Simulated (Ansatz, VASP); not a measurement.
## Au in VASP and in Ansatz

```xyz
2
Lattice="0.0000 2.8394 2.8394 2.8394 0.0000 2.8394 2.8394 2.8394 0.0000" Properties=species:S:1:pos:R:3 pbc="T T T"
Au    0.7099    0.7099    0.7099
Au    4.9690    4.9690    4.9690
```

Alike in both runs: task relaxation of cell and atoms; functional LDA; k mesh 10 × 10 × 10; occupations fermi-dirac, width 0.1 eV; no spin polarisation.

|  | VASP | Ansatz |
| --- | --- | --- |
| version | VASP 6.6.1 | Ansatz 0.2.0 |
| potentials or method | VASP PAW LDA potentials, release 64 (Au), cutoff 600 eV | plane waves (420 eV) with PAW, scalar-relativistic |
| valence electrons in the cell | 22 | 38 |

Ansatz gave:

- relaxed volume (Å³/atom): 26.37
- relaxed cell length with the largest relative difference (Å): 4.209

**Question.** What did VASP give for the same quantities?

**Answer.** Relaxed volume (Å³/atom): 26.43; relaxed cell length with the largest relative difference (Å): 4.213.

Ansatz warns that its potentials were made for another functional, while VASP's fit it. LDA's correlation is that of Perdew and Zunger in VASP and of Perdew and Wang (1992) in Ansatz. VASP's potentials hold 22 valence electrons a cell and Ansatz's 38, so a difference there can come from the potentials and not from the codes.

Spin-orbit coupling is off throughout. Noted on VASP's run: the volume moved by over 15 % at a fixed basis, so the end points are rough.
